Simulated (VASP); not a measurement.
Set up this calculation in VASP 6.6.1, as the native input.

* Task: single point
* Functional: PBE
* Potentials or basis: VASP PAW PBE potentials, release 64 (Hf_pv, Ti_sv, N)
* Cutoff: 520 eV
* k mesh: 4 × 4 × 4
* Occupations: gaussian, width 0.1 eV
* Spin: collinear spin, ferromagnetic start
* Starting moments: [0.0, 1.0, 1.0, 1.0, 0.0, 0.0, 0.0, 0.0] μB
* Dipole correction: no
* Further INCAR settings: ALGO = Normal; EDIFF = 1e-06; NBANDS = 47

The structure of HfTi3N4 lies in POSCAR:

```
HfTi3N4
1.0
    4.3434517573      0.0000000000      0.0000000000
    0.0000000000      4.3434517573      0.0000000000
    0.0000000000      0.0000000000      4.3434517573
Hf Ti N
1 3 4
Direct
    0.5000000000      0.5000000000      0.5000000000
    0.5000000000      0.0000000000      0.0000000000
    0.0000000000      0.0000000000      0.5000000000
    0.0000000000      0.5000000000      0.0000000000
    0.0000000000      0.5000000000      0.5000000000
    0.5000000000      0.5000000000      0.0000000000
    0.0000000000      0.0000000000      0.0000000000
    0.5000000000      0.0000000000      0.5000000000
```

One way to write it, as run:

INCAR

```
PREC     = Accurate       # precision mode
ENCUT    = 520            # plane-wave cutoff, eV
EDIFF    = 1E-6           # SCF threshold, eV
ISMEAR   = 0              # smearing method
SIGMA    = 0.1            # smearing width, eV
LREAL    = False          # projectors in reciprocal space
LASPH    = True           # aspherical terms in the spheres
NELM     = 150            # most SCF steps
ALGO     = Normal         # electronic algorithm
ISIF     = 2              # what is computed and relaxed
LWAVE    = False          # write WAVECAR
LCHARG   = False          # write CHGCAR
ISPIN    = 2              # spin polarisation
MAGMOM   = 0 1 1 1 0 0 0 0 # initial moments
LORBIT   = 11             # projections on sites
LMAXMIX  = 4              # l up to which the mixer works
GGA      = PE             # functional
NBANDS   = 47             # bands
```

KPOINTS

```
regular mesh
0
Gamma
  4 4 4
```

Potentials or basis: VASP PAW PBE potentials, release 64 (Hf_pv, Ti_sv, N).

Launch:

```console
$ cat potpaw_PBE.64/Hf_pv/POTCAR potpaw_PBE.64/Ti_sv/POTCAR potpaw_PBE.64/N/POTCAR > POTCAR
$ mpirun -np 1 vasp_std > vasp.out
```

Results of the run:

- Pressure: -0.8 GPa
- Band gap on the k mesh: zero (filled and empty bands overlap)
- Net moment: 0.00 μB per cell
- Valence electrons inside the program's atomic spheres: Hf 8.86; Ti 10.29; N 3.76, 3.71

Caveat: the k points lie up to 0.36 Å⁻¹ apart; spin-orbit coupling is left out, which moves the levels of the heavy elements.

Wall time 92 s on 1 thread of Intel(R) Xeon(R) Platinum 8375C CPU @ 2.90GHz (Ice Lake), on a shared host, peak memory 0.24 GiB.
